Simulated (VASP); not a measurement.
# Ga (Fm-3m) in VASP: notebook

Runs on Ga. Level: PBEsol. Tasks: single point.

All numbers are computed with VASP 6.6.1; they aren't measurements. Logs are shortened: lines on timing, memory, paths and dates and some standing lists are left out, and cuts for length are marked.

## (1) The cell of the first run

It takes space group Fm-3m (No. 225, cubic). The conventional cell has a = 4.143 Å, b = 4.143 Å, c = 4.143 Å, α = 90.00°, β = 90.00°, γ = 90.00°. Ga (site symmetry m-3m) has 12 Ga at 2.93 Å within 3.9 Å.

## (2) Single point, PBEsol

File INCAR:

```
SYSTEM = Ga
PREC = Accurate
ENCUT = 520
EDIFF = 1E-6
ISMEAR = -1
SIGMA = 0.1
LREAL = .False.
LASPH = .True.
NELM = 80
ALGO = Normal
ISIF = 2
LWAVE = .False.
LCHARG = .False.
GGA = PS
NBANDS = 12
```

File KPOINTS:

```
Automatic mesh
0
Gamma
  13 13 13
  0 0 0
```

File POSCAR:

```
Ga
1.0
    0.0000000000      2.0717283687      2.0717283687
    2.0717283687      0.0000000000      2.0717283687
    2.0717283687      2.0717283687      0.0000000000
Ga
1
Direct
    0.0000000000      0.0000000000      0.0000000000
```

Potentials or basis: VASP PAW PBE potentials, release 64 (Ga_d).

Started as:

```bash
> cat potpaw_PBE.64/Ga_d/POTCAR > POTCAR
> mpirun -np 1 vasp_std > vasp.out
```

OUTCAR:

```text
SYSTEM = Ga
   PREC = Accurate
   ENCUT = 520
   EDIFF = 1E-6
   ISMEAR = -1
   LREAL = .False.
   LASPH = .True.
   NELM = 80
   ISIF = 2
   GGA = PS

 ion  position               nearest neighbor table
   1  0.000  0.000  0.000-

  LATTYP: Found a face centered cubic cell.
 ALAT       =     4.1434567374

  Lattice vectors:

 A1 = (   0.0000000000,   2.0717283687,   2.0717283687)
 A2 = (   2.0717283687,   0.0000000000,   2.0717283687)
 A3 = (   2.0717283687,   2.0717283687,   0.0000000000)

Analysis of symmetry for initial positions (statically):
=====================================================================
 Subroutine PRICEL returns:
 Original cell was already a primitive cell.

 Routine SETGRP: Setting up the symmetry group for a
 face centered cubic supercell.

 Subroutine GETGRP returns: Found 48 space group operations
 (whereof 48 operations were pure point group operations)
 out of a pool of 48 trial point group operations.

The static configuration has the point symmetry O_h .

Analysis of symmetry for dynamics (positions and initial velocities):
=====================================================================
 Subroutine PRICEL returns:
 Original cell was already a primitive cell.

 Routine SETGRP: Setting up the symmetry group for a
 face centered cubic supercell.

 Subroutine GETGRP returns: Found 48 space group operations
 (whereof 48 operations were pure point group operations)
 out of a pool of 48 trial point group operations.

The dynamic configuration has the point symmetry O_h .

 Subroutine INISYM returns: Found 48 space group operations
 (whereof 48 operations are pure point group operations),
 and found     1 'primitive' translations

----------------------------------------------------------------------------------------

                                     Primitive cell

  volume of cell :      17.7840

  direct lattice vectors                    reciprocal lattice vectors
     0.000000000  2.071728369  2.071728369    -0.241344381  0.241344381  0.241344381
     2.071728369  0.000000000  2.071728369     0.241344381 -0.241344381  0.241344381
     2.071728369  2.071728369  0.000000000     0.241344381  0.241344381 -0.241344381

  length of vectors
     2.929866357  2.929866357  2.929866357     0.418020729  0.418020729  0.418020729

  position of ions in fractional coordinates (direct lattice)
     0.000000000  0.000000000  0.000000000

  ion indices of the primitive-cell ions
   primitive index   ion index
                 1           1

----------------------------------------------------------------------------------------

 KPOINTS: Automatic mesh

Automatic generation of k-mesh.
 Grid dimensions read from file:
 generate k-points for:   13   13   13

 Generating k-lattice:

  Cartesian coordinates                     Fractional coordinates (reciprocal lattice)
    -0.018564952  0.018564952  0.018564952     0.076923077  0.000000000  0.000000000
     0.018564952 -0.018564952  0.018564952     0.000000000  0.076923077  0.000000000
     0.018564952  0.018564952 -0.018564952     0.000000000  0.000000000  0.076923077

  Length of vectors
     0.032155441  0.032155441  0.032155441

  Shift w.r.t. Gamma in fractional coordinates (k-lattice)
     0.000000000  0.000000000  0.000000000

 Subroutine IBZKPT returns following result:
 ===========================================

 Found     84 irreducible k-points:

 Following reciprocal coordinates:
            Coordinates               Weight
  0.000000  0.000000  0.000000      1.000000
  0.076923  0.000000  0.000000      8.000000
  0.153846  0.000000  0.000000      8.000000
  0.230769  0.000000  0.000000      8.000000
  0.307692  0.000000  0.000000      8.000000
  0.384615  0.000000  0.000000      8.000000
[... 16 lines left out ...]
  0.384615  0.153846  0.000000     24.000000
  0.461538  0.153846  0.000000     24.000000
 [... further k-points ...]
   k-points           NKPTS =     84   k-points in BZ     NKDIM =     84   number of bands    NBANDS=     12
   number of dos      NEDOS =    301   number of ions     NIONS =      1
   total plane-waves  NPLWV =  13824
   dimension x,y,z NGX =    24 NGY =   24 NGZ =   24
   dimension x,y,z NGXF=    48 NGYF=   48 NGZF=   48
   ions per type =               1
   NGX,Y,Z   is equivalent  to a cutoff of  13.62, 13.62, 13.62 a.u.
   NGXF,Y,Z  is equivalent  to a cutoff of  27.24, 27.24, 27.24 a.u.
 SYSTEM =  Ga
   PREC   = accura    normal or accurate (medium, high low for compatibility)
   ISTART =      0    job   : 0-new  1-cont  2-samecut
   ICHARG =      2    charge: 1-file 2-atom 10-const
   ISPIN  =      1    spin polarized calculation?
   LNONCOLLINEAR =      F non collinear calculations
   LSORBIT =      F    spin-orbit coupling
   LASPH  =      T    aspherical Exc in radial PAW
   ENCUT  =  520.0 eV  38.22 Ry    6.18 a.u.   5.45  5.45  5.45*2*pi/ulx,y,z
   NELM   =     80;   NELMIN=  2; NELMDL= -5     # of ELM steps
   EDIFF  = 0.1E-05   stopping-criterion for ELM
   LREAL  =      F    real-space projection
   EDIFFG = 0.1E-04   stopping-criterion for IOM
   NSW    =      0    number of steps for IOM
   IBRION =     -1    ionic relax: 0-MD 1-quasi-New 2-CG
   NFREE  =      0    steps in history (QN), initial steepest desc. (CG)
   ISIF   =      2    stress and relaxation
   ISYM   =      2    0-nonsym 1-usesym 2-fastsym
   POTIM  = 0.5000    time-step for ionic-motion
   TEBEG  =    0.0;   TEEND  =   0.0 temperature during run
   PSTRESS=    0.0 pullay stress
   NELECT =      13.0000    total number of electrons
   NUPDOWN=      -1.0000    fix difference up-down
   EMIN   =  10.00;   EMAX   =-10.00  energy-range for DOS
   EFERMI =   0.00;   METHOD = LEGACY
   ISMEAR =    -1;   SIGMA  =   0.10  broadening in eV -4-tet -1-fermi 0-gaus
   EFERMI_NEDOS =   21; number of points for ismear=-14 and -15
   IALGO  =     38    algorithm
   IMIX   =      4    mixing-type and parameters
     AMIX     =   0.40;   BMIX     =  1.00
     AMIX_MAG =   1.60;   BMIX_MAG =  1.00
  volume/ion in A,a.u.               =      17.78       120.01
  Fermi-wavevector in a.u.,A,eV,Ry     =   1.474732  2.786840 29.590424  2.174835
  Thomas-Fermi vector in A             =   2.589467
   LORBIT       =      0    0 simple, 1 ext, 2 COOP (PROOUT), +10 PAW based schemes
   GGA     = PS    functional components
   LHFCALC =     F    Hartree Fock is set to
   AEXX    =    0.0000 exact exchange contribution
   IVDW    =     0    specifies the selected vdW correction
   LEPSILON=     F    determine dielectric tensor
   LRPA    =     F    only Hartree local field effects (RPA)
 non-spin polarized calculation
  energy-cutoff  :      520.00
  volume of cell :       17.78
 maximum number of plane-waves:       531
 NGX is ok and might be reduce to    24
   NGX = 11   NGY = 11   NGZ = 11

 number of electron      12.9999991 magnetization

 Free energy of the ion-electron system (eV)
  ---------------------------------------------------
  ext. energy  EPLUGINS =         0.00000000
  ---------------------------------------------------
  free energy    TOTEN  =        -3.33715464 eV

  energy without entropy =       -3.32457569  energy(sigma->0) =       -3.33086517

 E-fermi :   6.0082     XC(G=0): -11.4507

 val. band max:        5.9138181952   @ k =  -0.3846   0.3846   0.0000
 cond. band min:       6.0493926257   @ k =   0.4615   0.2308   0.0000
 fundamental gap:      0.1355744305
 Fermi energy:         6.0082382526

 k-point     1 :       0.0000    0.0000    0.0000
  band No.  band energies     occupation
      1      -8.9228      2.00000
      2      -8.9228      2.00000
      3      -8.9228      2.00000
      4      -8.7813      2.00000
      5      -8.7813      2.00000
      6      -5.5500      2.00000
      7      18.8356      0.00000
      8      18.8356      0.00000
      9      18.8356      0.00000
     10      22.1430      0.00000
     11      22.5823      0.00000
     12      22.5823      0.00000

 k-point     2 :       0.0769    0.0000    0.0000
  band No.  band energies     occupation
      1      -8.9255      2.00000
      2      -8.9146      2.00000
      3      -8.9146      2.00000
      4      -8.7826      2.00000
      5      -8.7826      2.00000
      6      -5.3911      2.00000
      7      16.9026      0.00000
      8      18.4888      0.00000
      9      18.4889      0.00000
     10      21.1879      0.00000
     11      23.1550      0.00000
     12      23.1550      0.00000

 k-point     3 :       0.1538    0.0000    0.0000
  band No.  band energies     occupation
      1      -8.9359      2.00000
      2      -8.8971      2.00000
      3      -8.8971      2.00000
      4      -8.7808      2.00000
      5      -8.7808      2.00000
      6      -4.9108      2.00000
      7      13.6820      0.00000
      8      17.8251      0.00000
      9      17.8251      0.00000
     10      20.8449      0.00000
     11      24.2252      0.00000
     12      24.2252      0.00000
[... 286 lines left out ...]
 k-point    23 :       0.3846    0.1538    0.0000
  band No.  band energies     occupation
      1      -8.9945      2.00000
      2      -8.9013      2.00000
      3      -8.8453      2.00000
      4      -8.7777      2.00000
      5      -8.6768      2.00000
      6      -1.9412      2.00000
      7       7.1393      0.00002
      8      14.0650      0.00000
      9      14.0750      0.00000
     10      17.3737      0.00000
     11      23.2284      0.00000
     12      25.5871      0.00000

 k-point    24 :       0.4615    0.1538    0.0000
  band No.  band energies     occupation
      1      -8.9966      2.00000
      2      -8.9148      2.00000
      3      -8.8576      2.00000
      4      -8.7494      2.00000
      5      -8.6589      2.00000
      6      -0.3822      2.00000
      7       4.5757      2.00000
      8      13.0693      0.00000
      9      14.1712      0.00000
     10      17.3437      0.00000
     11      24.4864      0.00000
     12      24.6988      0.00000

 [... further k-points ...]
[... 5 lines left out ...]
  --------------------------------------------------------------------------------------
  -------------------------------------------------------------------------------------
  Total        0.0048578      0.0048578      0.0048578      0.0000000      0.0000000      0.0000000
  in kB        0.4376411      0.4376411      0.4376411      0.0000000      0.0000000      0.0000000
  external PRESSURE =       0.4376411 kB  Pullay stress =       0.0000000 kB

 VOLUME and BASIS-vectors are now :
 -----------------------------------------------------------------------------
  energy-cutoff  :      520.00
  volume of cell :       17.78
      direct lattice vectors                 reciprocal lattice vectors
     0.000000000  2.071728369  2.071728369    -0.241344381  0.241344381  0.241344381
     2.071728369  0.000000000  2.071728369     0.241344381 -0.241344381  0.241344381
     2.071728369  2.071728369  0.000000000     0.241344381  0.241344381 -0.241344381

 POSITION                                       TOTAL-FORCE (eV/Angst)
 -----------------------------------------------------------------------------------
      0.00000      0.00000      0.00000         0.000000      0.000000      0.000000
 -----------------------------------------------------------------------------------
    total drift:                               -0.000000      0.000000     -0.000000

  FREE ENERGIE OF THE ION-ELECTRON SYSTEM (eV)
  ---------------------------------------------------
  free  energy   TOTEN  =        -3.3371546443 eV

  energy  without entropy=       -3.3245756890  energy(sigma->0) =       -3.33086517
```

It took 5.9 s on 1 thread of Intel Xeon Platinum 8559C (Emerald Rapids), shared host; peak memory 0.15 GiB.

What came out:

```
Free energy : -3.3372 eV
Pressure    : 0.0 GPa
```

Caveat: the PAW data sets were made with another functional, which shifts forces and pressure a little.

## (3) Single point, PBEsol (volume scaled by 0.88)

File INCAR:

```
PREC = Accurate
ENCUT = 520
EDIFF = 1E-7
ISMEAR = -1
SIGMA = 0.1
LREAL = F
LASPH = T
NELM = 100
ALGO = Normal
ISIF = 2
LWAVE = F
LCHARG = F
GGA = PS
NBANDS = 12
```

File KPOINTS:

```
regular mesh
0
Gamma
  15 15 15
```

File POSCAR:

```
Ga
1.0
    0.0000000000      1.9853040888      1.9853040888
    1.9853040888      0.0000000000      1.9853040888
    1.9853040888      1.9853040888      0.0000000000
Ga
1
Direct
    0.0000000000      0.0000000000      0.0000000000
```

Potentials or basis: VASP PAW PBE potentials, release 64 (Ga_d).

Started as:

```bash
> cat potpaw_PBE.64/Ga_d/POTCAR > POTCAR
> mpirun -np 1 vasp_std > vasp.out
```

It took 8.4 s on 1 thread of Intel Xeon Platinum 8559C (Emerald Rapids), shared host; peak memory 0.15 GiB.

It converged, with:

```
Free energy : -3.2851 eV
Pressure    : 10.1 GPa
```

Levels at points of the mesh, in eV from the Fermi level:
```tsv
k point	band 2	band 3	band 4	band 5	band 6	band 7	band 8	band 9	band 10	band 11
(0.00, 0.00, 0.00)	-15.22	-15.22	-15.03	-15.03	-12.77	14.25	14.25	14.25	16.72	17.71
```

Caveat: the PAW data sets were made with another functional, which shifts forces and pressure a little.

## (4) Single point, PBEsol (volume scaled by 0.92)

File INCAR:

```
SYSTEM = Ga
ALGO     = Normal         ! electronic algorithm
EDIFF    = 1E-6           ! SCF threshold, eV
ENCUT    = 520            ! plane-wave cutoff, eV
GGA      = PS             ! functional
ISIF     = 2              ! what is computed and relaxed
ISMEAR   = -1             ! smearing method
LASPH    = .TRUE.         ! aspherical terms in the spheres
LCHARG   = .TRUE.         ! write CHGCAR
LELF     = .TRUE.         ! ELF
LREAL    = .FALSE.        ! projectors in reciprocal space
LVHAR    = .TRUE.       
LWAVE    = .FALSE.        ! write WAVECAR
NBANDS   = 12             ! bands
NELM     = 100            ! most SCF steps
PREC     = Accurate       ! precision mode
SIGMA    = 0.1            ! smearing width, eV
```

File KPOINTS:

```
k-points
0
G
  15 15 15
  0 0 0
```

File POSCAR:

```
Ga
1.0
    0.0000000000      2.0149398623      2.0149398623
    2.0149398623      0.0000000000      2.0149398623
    2.0149398623      2.0149398623      0.0000000000
Ga
1
Direct
    0.0000000000      0.0000000000      0.0000000000
```

Started as:

```bash
> cat potpaw_PBE.64/Ga_d/POTCAR > POTCAR
> mpirun -np 1 vasp_std > vasp.out
```

It took 8.5 s on 1 thread of Intel Xeon Platinum 8559C (Emerald Rapids), shared host; peak memory 0.15 GiB.

It converged, with:

| Item | Value |
| --- | --- |
| Free energy | -3.3202 eV |
| Pressure | 5.8 GPa |

Levels at points of the mesh, in eV from the Fermi level:
```tsv
k point	band 3	band 4	band 5	band 6	band 7	band 8	band 9	band 10
(0.00, 0.00, 0.00)	-15.11	-14.94	-14.94	-12.33	13.74	13.74	13.74	16.52
```

Caveat: the PAW data sets were made with another functional, which shifts forces and pressure a little.

## (5) Single point, PBEsol (volume scaled by 0.96)

File INCAR:

```
PREC = Accurate
ENCUT = 520
EDIFF = 1E-7
ISMEAR = -1
SIGMA = 0.1
LREAL = False
LASPH = True
NELM = 60
ALGO = Normal
ISIF = 2
LWAVE = False
LCHARG = False
GGA = PS
NBANDS = 12
```

File KPOINTS:

```
regular mesh
0
Gamma
  15 15 15
```

File POSCAR:

```
Ga
1.0
    0.0000000000      2.0437286070      2.0437286070
    2.0437286070      0.0000000000      2.0437286070
    2.0437286070      2.0437286070      0.0000000000
Ga
1
Direct
    0.0000000000      0.0000000000      0.0000000000
```

Started as:

```bash
> cat potpaw_PBE.64/Ga_d/POTCAR > POTCAR
> mpirun -np 1 vasp_std > vasp.out
```

Run time: 8.8 s. Hardware: 1 thread of Intel Xeon Platinum 8559C (Emerald Rapids), shared host; peak memory 0.15 GiB.

The run converged. Its results:

```
Free energy : -3.3381 eV
Pressure    : 2.4 GPa
```

Levels at points of the mesh, in eV from the Fermi level:
```
           k point  band 4  band 5  band 6  band 7  band 8  band 9
(0.00, 0.00, 0.00)  -14.86  -14.86  -11.93   13.27   13.27   13.27
```

Caveat: the PAW data sets were made with another functional, which shifts forces and pressure a little.

## (6) Single point, PBEsol

File INCAR:

```
PREC = Accurate ; ENCUT = 520
EDIFF = 1E-6 ; ISMEAR = -1
SIGMA = 0.1 ; LREAL = False
LASPH = True ; NELM = 60
ALGO = Normal ; ISIF = 2
LWAVE = False ; LCHARG = True
GGA = PS ; LELF = True
LVHAR = True ; NBANDS = 12
```

File KPOINTS:

```
Automatic mesh
0
Gamma
  15 15 15
```

File POSCAR:

```
Ga
1.0
    0.0000000000      2.0717283687      2.0717283687
    2.0717283687      0.0000000000      2.0717283687
    2.0717283687      2.0717283687      0.0000000000
Ga
1
Direct
    0.0000000000      0.0000000000      0.0000000000
```

Potentials or basis: VASP PAW PBE potentials, release 64 (Ga_d).

Started as:

```bash
> cat potpaw_PBE.64/Ga_d/POTCAR > POTCAR
> mpirun -np 1 vasp_std > vasp.out
```

It took 9.4 s on 1 thread of Intel Xeon Platinum 8559C (Emerald Rapids), shared host; peak memory 0.15 GiB.

The run converged. Its results:

```
Free energy : -3.3424 eV
Pressure    : -0.3 GPa
```

Levels at points of the mesh, in eV from the Fermi level:
```
           k point  band 4  band 5  band 6  band 7  band 8  band 9
(0.00, 0.00, 0.00)  -14.80  -14.80  -11.56   12.83   12.83   12.83
```

Caveat: the PAW data sets were made with another functional, which shifts forces and pressure a little.

## (7) Overview

| cell | k mesh | gap on the mesh (eV) | pressure (GPa) |
| --- | --- | --- | --- |
| a = 2.930 Å, angles 60.0°, 1 atom | 13 × 13 × 13 | none | 0.0 |
| a = 2.808 Å, angles 60.0°, 1 atom | 15 × 15 × 15 | none | 10.1 |
| a = 2.850 Å, angles 60.0°, 1 atom | 15 × 15 × 15 | none | 5.8 |
| a = 2.890 Å, angles 60.0°, 1 atom | 15 × 15 × 15 | none | 2.4 |
| a = 2.930 Å, angles 60.0°, 1 atom | 15 × 15 × 15 | none | -0.3 |

Alike in all rows: task single point; level PBEsol; potentials or basis VASP PAW PBE potentials, release 64 (Ga_d); no spin polarisation; cutoff (eV) 520; smearing fermi-dirac 0.1 eV.

Caveats: the PAW data sets were made with another functional, which shifts forces and pressure a little.

Total energies depend on the potentials used, so only differences within one code and one set of settings carry meaning.
